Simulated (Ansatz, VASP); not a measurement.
**Two plane-wave programs on Al3B2Sb**

The input INCAR:

```
ALGO = Normal
EDIFF = 1E-6
ENCUT = 520
GGA = PE
ISIF = 2
ISMEAR = 0
LASPH = True
LCHARG = False
LREAL = False
LWAVE = False
NBANDS = 19
NELM = 80
PREC = Accurate
SIGMA = 0.1
```

KPOINTS

```
k-points
0
Gamma
  6 6 4
```

POSCAR

```
Al3B2Sb
1.0
    3.9963606000      0.0000000000      0.0000000000
   -1.9981803000      3.4609498000      0.0000000000
    0.0000000000      0.0000000000      6.9388197200
Al B Sb
3 2 1
Direct
    0.5000000000      0.0000000000      0.3712486300
    0.0000000000      0.5000000000      0.3712486300
    0.5000000000      0.5000000000      0.3712486300
    0.0000000000      0.0000000000      0.2053958400
    0.0000000000      0.0000000000      0.4500360900
    0.0000000000      0.0000000000      0.8855822400
```

Input for Ansatz:

```yaml
crystal:
  lattice:
    - [3.9963606, 0.0, 0.0]
    - [-1.9981803, 3.4609498, 0.0]
    - [0.0, 0.0, 6.93881972]
  atoms:
    - { symbol: Al, position: [0.5, 0.0, 0.37124863] }
    - { symbol: Al, position: [0.0, 0.5, 0.37124863] }
    - { symbol: Al, position: [0.5, 0.5, 0.37124863] }
    - { symbol: B, position: [0.0, 0.0, 0.20539584] }
    - { symbol: B, position: [0.0, 0.0, 0.45003609] }
    - { symbol: Sb, position: [0.0, 0.0, 0.88558224] }
basis:
  ecutwfc: 420
kpoints:
  mp_grid: { grid: [6, 6, 4] }
hamiltonian:
  xc: pbe
scf:
  occupations: { method: gaussian, width: 0.1 }
  lower_state_search: "off"
output:
  forces: true
  stress: true
  eigenvalues: true
```

Alike in both runs: task single point; functional PBE; k mesh 6 × 6 × 4; occupations gaussian, width 0.1 eV; no spin polarisation.

|  | VASP | Ansatz |
| --- | --- | --- |
| version | VASP 6.6.1 | Ansatz 0.2.0 |
| potentials or method | VASP PAW PBE potentials, release 64 (Al, B, Sb), cutoff 520 eV | scalar-relativistic, plane waves, PAW |
| valence electrons in the cell | 20 | 30 |

```csv
,VASP,Ansatz,Ansatz less VASP
gap on the k mesh at the Fermi level (eV),none,none,-
rms of the force components (eV/Å),0.618,0.619,+0.0013
```

Atom by atom the forces differ by 0.016 eV/Å (rms over components). A gap of «none» marks a metal or a gap that the smearing closes. VASP's potentials hold 20 valence electrons a cell and Ansatz's 30, so a difference there can come from the potentials and not from the codes.

Neither program's run includes spin-orbit coupling.
